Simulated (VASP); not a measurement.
A run of VASP 6.6.1 is set up as follows.

The input INCAR:

```
SYSTEM = GaSb
ALGO = Normal
EDIFF = 1E-6
ENCUT = 520
GGA_COMPAT = .FALSE.
ISIF = 2
ISMEAR = -1
LASPH = .TRUE.
LCHARG = .FALSE.
LORBIT = 11
LORBMOM = .TRUE.
LREAL = .FALSE.
LSORBIT = .TRUE.
LWAVE = .FALSE.
MAGMOM = 0 0 0 0 0 0
NBANDS = 30
NELM = 150
PREC = Accurate
SIGMA = 0.05
```

The input KPOINTS:

```
k-points
0
G
  6 6 6
  0 0 0
```

POSCAR

```
GaSb
1.0
    0.0000000000      3.0590000000      3.0590000000
    3.0590000000      0.0000000000      3.0590000000
    3.0590000000      3.0590000000      0.0000000000
Sb Ga
1 1
Direct
    0.7500000000      0.7500000000      0.7500000000
    0.0000000000      0.0000000000      0.0000000000
```

Potentials or basis: VASP PAW LDA potentials, release 64 (Sb, Ga_d).

Run with:

```console
$ cat potpaw_LDA.64/Sb/POTCAR potpaw_LDA.64/Ga_d/POTCAR > POTCAR
$ mpirun -np 1 vasp_ncl > vasp.out
```

Estimate the net moment.

0.00 μB per cell.

What does it give for the pressure?

-1.4 GPa.

Moments on the atoms (μB; x, y, z):
```
Sb  0.00 0.00 0.00
Ga  0.00 0.00 0.00
```
